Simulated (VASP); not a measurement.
A run of VASP 6.6.1 is set up as follows.

Contents of INCAR:

```
SYSTEM = Ti2B2Os
PREC = Accurate
ENCUT = 560
EDIFF = 1E-6
ISMEAR = 0
SIGMA = 0.1
LREAL = .FALSE.
LASPH = .TRUE.
NELM = 120
ALGO = Normal
ISIF = 2
LWAVE = .FALSE.
LCHARG = .FALSE.
GGA = PE
NBANDS = 31
GGA_COMPAT = .FALSE.
```

Contents of KPOINTS:

```
Automatic mesh
0
G
  6 6 4
  0 0 0
```

The input POSCAR:

```
Ti2B2Os
1.0
    4.0170518942      0.0000000000      0.0000000000
   -2.0085259471      3.4788689887      0.0000000000
    0.0000000000      0.0000000000      5.5027032234
Ti B Os
2 2 1
Direct
    0.3333333333      0.6666666667      0.5000000000
    0.6666666667      0.3333333333      0.5000000000
    0.0000000000      0.0000000000      0.3572762344
    0.0000000000      0.0000000000      0.6427237656
    0.0000000000      0.0000000000      0.0000000000
```

Potentials or basis: VASP PAW PBE potentials, release 64 (Ti_sv, B, Os_sv_GW).

Command:

```sh
$ cat potpaw_PBE.64/Ti_sv/POTCAR potpaw_PBE.64/B/POTCAR potpaw_PBE.64/Os_sv_GW/POTCAR > POTCAR
$ mpirun -np 1 vasp_std > vasp.out
```

Task: Predict the band gap on the k mesh.

Result: Zero (bands 23 and 24 overlap by 0.62 eV).

Task: What does it give for the largest force?

Result: 0.009 eV/Å.

Forces on the atoms (eV/Å):
```
Ti   0.000  0.000  0.000
Ti   0.000  0.000  0.000
B    0.000  0.000 -0.009
B    0.000  0.000  0.009
Os   0.000  0.000  0.000
```

Caveat: spin-orbit coupling is left out, which moves the levels of the heavy elements.
